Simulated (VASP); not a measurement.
A run of VASP 6.6.1:

Contents of INCAR:

```
SYSTEM = ZrO2
ALGO = Normal
EDIFF = 1E-8
ENCUT = 660
GGA_COMPAT = .FALSE.
IBRION = 6
ISIF = 3
ISMEAR = 0
KPAR = 4
LASPH = .TRUE.
LCHARG = .FALSE.
LMIXTAU = .TRUE.
LREAL = .FALSE.
LWAVE = .FALSE.
METAGGA = R2SCAN
NELM = 120
NFREE = 2
NSW = 1
POTIM = 0.015
PREC = Accurate
SIGMA = 0.01
```

KPOINTS

```
k-points
0
G
  8 8 8
  0 0 0
```

Contents of POSCAR:

```
ZrO2
1.0
    0.0000000000      2.5447196932      2.5447196932
    2.5447196932      0.0000000000      2.5447196932
    2.5447196932      2.5447196932      0.0000000000
Zr O
1 2
Direct
    0.0000000000      0.0000000000      0.0000000000
    0.2500000000      0.2500000000      0.2500000000
    0.7500000000      0.7500000000      0.7500000000
```

Potentials or basis: VASP PAW PBE potentials, release 64 (Zr_sv, O).

Launch:

```bash
$ cat potpaw_PBE.64/Zr_sv/POTCAR potpaw_PBE.64/O/POTCAR > POTCAR
$ mpirun -np 4 vasp_std > vasp.out
```

Hardware: 4 MPI ranks on Intel(R) Xeon(R) Platinum 8259CL CPU @ 2.50GHz (Skylake/Cascade Lake) (shared host).

Q: How long does it take, and how much memory?

A: Wall time 28 min on 4 MPI ranks on Intel(R) Xeon(R) Platinum 8259CL CPU @ 2.50GHz (Skylake/Cascade Lake) (shared host), peak memory 0.33 GiB a rank. Counts: scf iterations 241, k points 29.
